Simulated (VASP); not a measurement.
# MoC15 (F-43m) in VASP: a series of runs

Runs on MoC15. Level: PBEsol+U. Tasks: single point.

All numbers are computed with VASP 6.6.1; they aren't measurements. Logs are shortened: lines on timing, memory, paths and dates and some standing lists are left out, and cuts for length are marked.

### Step 1. The cell of the first run

The structure is cubic, space group F-43m (No. 216). The conventional cell has a = 7.134 Å, b = 7.134 Å, c = 7.134 Å, α = 90.00°, β = 90.00°, γ = 90.00°. Mo (site symmetry -43m) has 4 C at 1.77 Å within 2.4 Å. C (site symmetry 2mm) has 4 C at 1.48 to 1.55 Å within 2.0 Å. C (site symmetry -43m) has 4 C at 1.54 Å within 2.0 Å. C (site symmetry 3m) has 3 C at 1.48 Å and 1 Mo at 1.77 Å within 2.0 Å. Within 2.0 Å of C (site symmetry 3m) lie 4 C at 1.54 to 1.55 Å.

### Step 2. Single point, PBEsol+U, collinear spin

File INCAR:

```
SYSTEM = MoC15
  ALGO = Normal
  EDIFF = 1E-6
  ENCUT = 600
  GGA = PS
  GGA_COMPAT = .FALSE.
  ISIF = 2
  ISMEAR = 0
  ISPIN = 2
  LASPH = .TRUE.
  LCHARG = .FALSE.
  LDAU = .TRUE.
  LDAUJ = 0 0
  LDAUL = 2 -1
  LDAUPRINT = 1
  LDAUTYPE = 2
  LDAUU = 2 0
  LMAXMIX = 4
  LORBIT = 11
  LREAL = .FALSE.
  LWAVE = .FALSE.
  MAGMOM = 2 0 0 0 0 0 0 0 0 0 0 0 0 0 0 0
  NBANDS = 55
  NELM = 200
  PREC = Accurate
  SIGMA = 0.05
```

File KPOINTS:

```
k-points
0
G
  4 4 4
  0 0 0
```

File POSCAR:

```
MoC15
1.0
    0.0000000000      3.5668800000      3.5668800000
    3.5668800000      0.0000000000      3.5668800000
    3.5668800000      3.5668800000      0.0000000000
Mo C
1 15
Direct
    1.0000000000      0.0000000000      0.0000000000
    0.0011991179      0.0011991179      0.4988008821
    0.0011991179      0.4988008821      0.0011991179
    0.0011991179      0.4988008821      0.4988008821
    0.4988008821      0.0011991179      0.0011991179
    0.4988008821      0.0011991179      0.4988008821
    0.4988008821      0.4988008821      0.0011991179
    0.5000000000      0.5000000000      0.5000000000
    0.1435774638      0.1435774638      0.1435774638
    0.1435774638      0.1435774638      0.5692676086
    0.1435774638      0.5692676086      0.1435774638
    0.1272634341      0.6242455220      0.6242455220
    0.5692676086      0.1435774638      0.1435774638
    0.6242455220      0.1272634341      0.6242455220
    0.6242455220      0.6242455220      0.1272634341
    0.6242455220      0.6242455220      0.6242455220
```

Potentials or basis: VASP PAW PBE potentials, release 64 (Mo_sv, C).

Launch:

```
> cat potpaw_PBE.64/Mo_sv/POTCAR potpaw_PBE.64/C/POTCAR > POTCAR
> mpirun -np 1 vasp_std > vasp.out
```

OUTCAR:

```text
SYSTEM = MoC15
   EDIFF = 1E-6
   ENCUT = 600
   GGA = PS
   ISIF = 2
   ISMEAR = 0
   ISPIN = 2
   LASPH = .TRUE.
   LORBIT = 11
   LREAL = .FALSE.
   NELM = 200
   PREC = Accurate

 ion  position               nearest neighbor table
   1  0.000  0.000  0.000-  10 1.77  11 1.77  13 1.77   9 1.77   2 2.52   2 2.52   7 2.52   7 2.52
                             4 2.52   6 2.52   3 2.52   4 2.52   5 2.52   5 2.52   6 2.52   3 2.52
   2  0.001  0.001  0.499-   9 1.48  10 1.48  12 1.55  14 1.55   1 2.52   1 2.52
   3  0.001  0.499  0.001-   9 1.48  11 1.48  12 1.55  15 1.55   1 2.52   1 2.52
   4  0.001  0.499  0.499-  11 1.48  10 1.48  16 1.55  12 1.55   1 2.52   1 2.52
   5  0.499  0.001  0.001-   9 1.48  13 1.48  14 1.55  15 1.55   1 2.52   1 2.52
   6  0.499  0.001  0.499-  13 1.48  10 1.48  16 1.55  14 1.55   1 2.52   1 2.52
   7  0.499  0.499  0.001-  11 1.48  13 1.48  16 1.55  15 1.55   1 2.52   1 2.52
   8  0.500  0.500  0.500-  12 1.54  14 1.54  15 1.54  16 1.54
   9  0.144  0.144  0.144-   2 1.48   3 1.48   5 1.48   1 1.77
  10  0.144  0.144  0.569-   2 1.48   4 1.48   6 1.48   1 1.77
  11  0.144  0.569  0.144-   4 1.48   3 1.48   7 1.48   1 1.77
  12  0.127  0.624  0.624-   8 1.54   3 1.55   2 1.55   4 1.55
  13  0.569  0.144  0.144-   6 1.48   5 1.48   7 1.48   1 1.77
  14  0.624  0.127  0.624-   8 1.54   5 1.55   2 1.55   6 1.55
  15  0.624  0.624  0.127-   8 1.54   5 1.55   3 1.55   7 1.55
  16  0.624  0.624  0.624-   8 1.54   6 1.55   7 1.55   4 1.55

  LATTYP: Found a face centered cubic cell.
 ALAT       =     7.1337600000

  Lattice vectors:

 A1 = (   0.0000000000,   3.5668800000,   3.5668800000)
 A2 = (   3.5668800000,   0.0000000000,   3.5668800000)
 A3 = (   3.5668800000,   3.5668800000,   0.0000000000)

Analysis of symmetry for initial positions (statically):
=====================================================================
 Subroutine PRICEL returns:
 Original cell was already a primitive cell.

 Routine SETGRP: Setting up the symmetry group for a
 face centered cubic supercell.

 Subroutine GETGRP returns: Found 24 space group operations
 (whereof 24 operations were pure point group operations)
 out of a pool of 48 trial point group operations.

The static configuration has the point symmetry T_d .

Analysis of symmetry for dynamics (positions and initial velocities):
=====================================================================
 Subroutine PRICEL returns:
 Original cell was already a primitive cell.

 Routine SETGRP: Setting up the symmetry group for a
 face centered cubic supercell.

 Subroutine GETGRP returns: Found 24 space group operations
 (whereof 24 operations were pure point group operations)
 out of a pool of 48 trial point group operations.

The dynamic configuration has the point symmetry T_d .

Analysis of structural, dynamic, and magnetic symmetry:
=====================================================================
 Subroutine PRICEL returns:
 Original cell was already a primitive cell.

 Routine SETGRP: Setting up the symmetry group for a
 face centered cubic supercell.

 Subroutine GETGRP returns: Found 24 space group operations
 (whereof 24 operations were pure point group operations)
 out of a pool of 48 trial point group operations.

The overall configuration has the point symmetry T_d .

 Subroutine INISYM returns: Found 24 space group operations
 (whereof 24 operations are pure point group operations),
 and found     1 'primitive' translations

----------------------------------------------------------------------------------------

                                     Primitive cell

  volume of cell :      90.7602

  direct lattice vectors                    reciprocal lattice vectors
     0.000000000  3.566880000  3.566880000    -0.140178531  0.140178531  0.140178531
     3.566880000  0.000000000  3.566880000     0.140178531 -0.140178531  0.140178531
     3.566880000  3.566880000  0.000000000     0.140178531  0.140178531 -0.140178531

[... 127 lines left out ...]
   LEPSILON=     F    determine dielectric tensor
   LRPA    =     F    only Hartree local field effects (RPA)
 spin polarized calculation
 Gauss-broadening in eV      SIGMA  =   0.05
  energy-cutoff  :      600.00
  volume of cell :       90.76
 maximum number of plane-waves:      3071
   NGX = 21   NGY = 21   NGZ = 21

atom =   1  type =  1  l = 2

 onsite density matrix

spin component  1

  0.6264 -0.0000 -0.0000 -0.0000  0.0000
 -0.0000  0.6264 -0.0000 -0.0000 -0.0000
 -0.0000 -0.0000  0.6958  0.0000 -0.0000
 -0.0000 -0.0000  0.0000  0.6264 -0.0000
  0.0000 -0.0000 -0.0000 -0.0000  0.6958

spin component  2

  0.5894 -0.0000 -0.0000 -0.0000 -0.0000
 -0.0000  0.5894 -0.0000 -0.0000 -0.0000
 -0.0000 -0.0000  0.2692  0.0000 -0.0000
 -0.0000 -0.0000  0.0000  0.5894  0.0000
 -0.0000 -0.0000 -0.0000  0.0000  0.2692

 occupancies and eigenvectors

  o =  0.2692  v =  0.0000  0.0000  0.0000  0.0000  0.0000  0.0000 -0.0000  0.9991 -0.0000  0.0418      0.0000  0.0000  0.0000  0.0000  0.0000  0.0000  0.0000  0.0000  0.0000  0.0000
  o =  0.2692  v =  0.0000  0.0000  0.0000  0.0000  0.0000  0.0000  0.0000  0.0418  0.0000 -0.9991      0.0000  0.0000  0.0000  0.0000  0.0000  0.0000  0.0000  0.0000  0.0000  0.0000
  o =  0.5894  v =  0.0000  0.0000  0.0000  0.0000  0.0000  1.0000  0.0000  0.0000  0.0000  0.0000      0.0000  0.0000  0.0000  0.0000  0.0000  0.0000  0.0000  0.0000  0.0000  0.0000
  o =  0.5894  v =  0.0000  0.0000  0.0000  0.0000  0.0000  0.0000  0.2332 -0.0000 -0.9724 -0.0000      0.0000  0.0000  0.0000  0.0000  0.0000  0.0000  0.0000  0.0000  0.0000  0.0000
  o =  0.5894  v =  0.0000  0.0000  0.0000  0.0000  0.0000  0.0000 -0.9724 -0.0000 -0.2332 -0.0000      0.0000  0.0000  0.0000  0.0000  0.0000  0.0000  0.0000  0.0000  0.0000  0.0000
  o =  0.6264  v =  1.0000  0.0000  0.0000  0.0000  0.0000  0.0000  0.0000  0.0000  0.0000  0.0000      0.0000  0.0000  0.0000  0.0000  0.0000  0.0000  0.0000  0.0000  0.0000  0.0000
  o =  0.6264  v =  0.0000  0.8158 -0.0000  0.5783 -0.0000  0.0000  0.0000  0.0000  0.0000  0.0000      0.0000  0.0000  0.0000  0.0000  0.0000  0.0000  0.0000  0.0000  0.0000  0.0000
  o =  0.6264  v =  0.0000  0.5783  0.0000 -0.8158  0.0000  0.0000  0.0000  0.0000  0.0000  0.0000      0.0000  0.0000  0.0000  0.0000  0.0000  0.0000  0.0000  0.0000  0.0000  0.0000
  o =  0.6958  v =  0.0000 -0.0000  0.9995  0.0000  0.0321  0.0000  0.0000  0.0000  0.0000  0.0000      0.0000  0.0000  0.0000  0.0000  0.0000  0.0000  0.0000  0.0000  0.0000  0.0000
  o =  0.6958  v =  0.0000 -0.0000 -0.0321  0.0000  0.9995  0.0000  0.0000  0.0000  0.0000  0.0000      0.0000  0.0000  0.0000  0.0000  0.0000  0.0000  0.0000  0.0000  0.0000  0.0000

 number of electron      73.9999998 magnetization       1.2498852

 Free energy of the ion-electron system (eV)
  ---------------------------------------------------
  ext. energy  EPLUGINS =         0.00000000
  ---------------------------------------------------
  free energy    TOTEN  =      -138.63686141 eV

  energy without entropy =     -138.63157214  energy(sigma->0) =     -138.63421678

 E-fermi :  14.0363     XC(G=0): -13.9499

 val. band max:       14.0363480779   @ k =   0.5000   0.2500   0.0000
 cond. band min:      14.2907881083   @ k =  -0.2500   0.2500   0.0000
 fundamental gap:      0.2544400304
 Fermi energy:        14.0363480779

 spin component 1

 k-point     1 :       0.0000    0.0000    0.0000
  band No.  band energies     occupation
      1     -46.7171      1.00000
      2     -21.6379      1.00000
      3     -21.6379      1.00000
      4     -21.6379      1.00000
      5     -10.4579      1.00000
      6      -5.1788      1.00000
[... 405 lines left out ...]
     48      20.0585      0.00000
     49      20.0887      0.00000
 Fermi energy:        14.0363480779

 spin component 2

 k-point     1 :       0.0000    0.0000    0.0000
  band No.  band energies     occupation
      1     -46.1276      1.00000
      2     -21.0108      1.00000
      3     -21.0108      1.00000
      4     -21.0108      1.00000
      5     -10.4182      1.00000
      6      -5.1224      1.00000
[... 405 lines left out ...]
     48      20.1020      0.00000
     49      20.1602      0.00000
 [bands above 49 left out]

------------------------ aborting loop because EDIFF is reached ----------------------------------------

  FORCE on cell =-STRESS in cart. coord.  units (eV):
  Direction    XX          YY          ZZ          XY          YZ          ZX
  --------------------------------------------------------------------------------------
  -------------------------------------------------------------------------------------
  Total       40.6260567     40.6260567     40.6260567      0.0000000      0.0000000      0.0000000
  in kB      717.1661138    717.1661138    717.1661138      0.0000000      0.0000000      0.0000000
  external PRESSURE =     717.1661138 kB  Pullay stress =       0.0000000 kB

 VOLUME and BASIS-vectors are now :
 -----------------------------------------------------------------------------
  energy-cutoff  :      600.00
  volume of cell :       90.76
      direct lattice vectors                 reciprocal lattice vectors
     0.000000000  3.566880000  3.566880000    -0.140178531  0.140178531  0.140178531
     3.566880000  0.000000000  3.566880000     0.140178531 -0.140178531  0.140178531
     3.566880000  3.566880000  0.000000000     0.140178531  0.140178531 -0.140178531

 POSITION                                       TOTAL-FORCE (eV/Angst)
 -----------------------------------------------------------------------------------
      0.00000      0.00000      0.00000         0.000000      0.000000      0.000000
      1.78344      1.78344      0.00855         0.000000      0.000000     -0.021203
      1.78344      0.00855      1.78344         0.000000     -0.021203      0.000000
      3.55833      1.78344      1.78344         0.021203      0.000000      0.000000
      0.00855      1.78344      1.78344        -0.021203      0.000000      0.000000
      1.78344      3.55833      1.78344         0.000000      0.021203      0.000000
[... 8 lines left out ...]
      2.68054      2.68054      4.45322         0.012615      0.012615     -0.012615
      4.45322      4.45322      4.45322        -0.012615     -0.012615     -0.012615
 -----------------------------------------------------------------------------------
    total drift:                               -0.000001     -0.000001     -0.000001

  FREE ENERGIE OF THE ION-ELECTRON SYSTEM (eV)
  ---------------------------------------------------
  free  energy   TOTEN  =      -138.6368614142 eV

  energy  without entropy=     -138.6315721368  energy(sigma->0) =     -138.63421678

 total charge

# of ion       s       p       d       tot
------------------------------------------
    1        2.608   6.308   5.475  14.391
    2        0.836   1.784   0.000   2.620
    3        0.836   1.784   0.000   2.620
    4        0.836   1.784   0.000   2.620
    5        0.836   1.784   0.000   2.620
    6        0.836   1.784   0.000   2.620
[... 8 lines left out ...]
   15        0.826   1.724   0.000   2.550
   16        0.826   1.724   0.000   2.550
--------------------------------------------------
tot         15.203  33.311   5.475  53.989

 magnetization (x)

# of ion       s       p       d       tot
------------------------------------------
    1        0.014   0.010   0.956   0.980
    2        0.006   0.022   0.000   0.027
    3        0.006   0.022   0.000   0.027
    4        0.006   0.022   0.000   0.027
    5        0.006   0.022   0.000   0.027
    6        0.006   0.022   0.000   0.027
[... 8 lines left out ...]
   15       -0.001  -0.002   0.000  -0.003
   16       -0.001  -0.002   0.000  -0.003
--------------------------------------------------
tot          0.042   0.133   0.956   1.131
```

It took 3.9 min on 1 thread of Intel Xeon 8259CL, shared host; peak memory 0.32 GiB.

What came out:

```yaml
Free_energy: -138.6369 eV
Pressure: 71.7 GPa
Largest_force: 0.247 eV/Å
Net_moment: 1.25 μB per cell
Site_moments: Mo +0.98; C +0.03, +0.00, -0.00 (each value once) μB
Valence_electrons_inside_the_program's_atomic_spheres: Mo 14.39; C 2.62, 2.58, 2.77, 2.55 (each value once)
```

Forces in eV/Å, atoms in the order of the input:
```
Mo   0.000  0.000  0.000
C    0.000  0.000 -0.021
C    0.000 -0.021  0.000
C    0.021  0.000  0.000
C   -0.021  0.000  0.000
C    0.000  0.021  0.000
C    0.000  0.000  0.021
C    0.000  0.000  0.000
C   -0.143 -0.143 -0.143
C    0.143  0.143 -0.143
C    0.143 -0.143  0.143
C   -0.013  0.013  0.013
C   -0.143  0.143  0.143
C    0.013 -0.013  0.013
C    0.013  0.013 -0.013
C   -0.013 -0.013 -0.013
```

Eigenvalues of the final occupation matrices:
```csv
site,spin,trace,eigenvalues
site 1 d,1,3.27,0.63 0.63 0.63 0.70 0.70
site 1 d,2,2.31,0.27 0.27 0.59 0.59 0.59
```

Caveat: the k points lie up to 0.38 Å⁻¹ apart; the PAW data sets were made with another functional, which shifts forces and pressure a little; the U is typed as a test and isn't derived for this compound.

[end of part 1 of 3]
